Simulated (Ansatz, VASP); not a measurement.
## Ir: VASP beside Ansatz

Contents of INCAR:

```
PREC = Accurate
ENCUT = 520
EDIFF = 1E-6
ISMEAR = 0
SIGMA = 0.1
LREAL = F
LASPH = T
NELM = 80
ALGO = Normal
ISIF = 2
LWAVE = F
LCHARG = F
GGA = CA
NBANDS = 10
```

The input KPOINTS:

```
regular mesh
0
Gamma
  8 8 8
```

File POSCAR:

```
Ir
1.0
    0.0000000000      1.9156000000      1.9156000000
    1.9156000000      0.0000000000      1.9156000000
    1.9156000000      1.9156000000      0.0000000000
Ir
1
Direct
    0.0000000000      0.0000000000      0.0000000000
```

Input for Ansatz:

```yaml
crystal:
  lattice:
    - [0.0, 1.9156, 1.9156]
    - [1.9156, 0.0, 1.9156]
    - [1.9156, 1.9156, 0.0]
  atoms:
    - { symbol: Ir, position: [0.0, 0.0, 0.0] }
basis:
  ecutwfc: 420
kpoints:
  mp_grid: { grid: [8, 8, 8] }
hamiltonian:
  xc: lda
scf:
  occupations: { method: gaussian, width: 0.1 }
output:
  forces: true
  stress: true
  eigenvalues: true
```

Alike in both runs: task single point; functional LDA; k mesh 8 × 8 × 8; occupations gaussian, width 0.1 eV; no spin polarisation.

```csv
,VASP,Ansatz
version,VASP 6.6.1,Ansatz 0.2.0
potentials or method,"VASP PAW LDA potentials, release 64 (Ir), cutoff 520 eV","scalar-relativistic, plane waves, PAW"
valence electrons in the cell,9,17
```

Ansatz gave:

- gap on the k mesh at the Fermi level (eV): none
- pressure (GPa): -4.7

**Question.** What did VASP give for the same quantities?

**Answer.** gap on the k mesh at the Fermi level (eV): none; pressure (GPa): -2.3.

LDA's correlation is that of Perdew and Zunger in VASP and of Perdew and Wang (1992) in Ansatz. A gap of «none» marks a metal or a gap that the smearing closes. VASP's potentials hold 9 valence electrons a cell and Ansatz's 17, so a difference there can come from the potentials and not from the codes.

Neither program's run includes spin-orbit coupling.
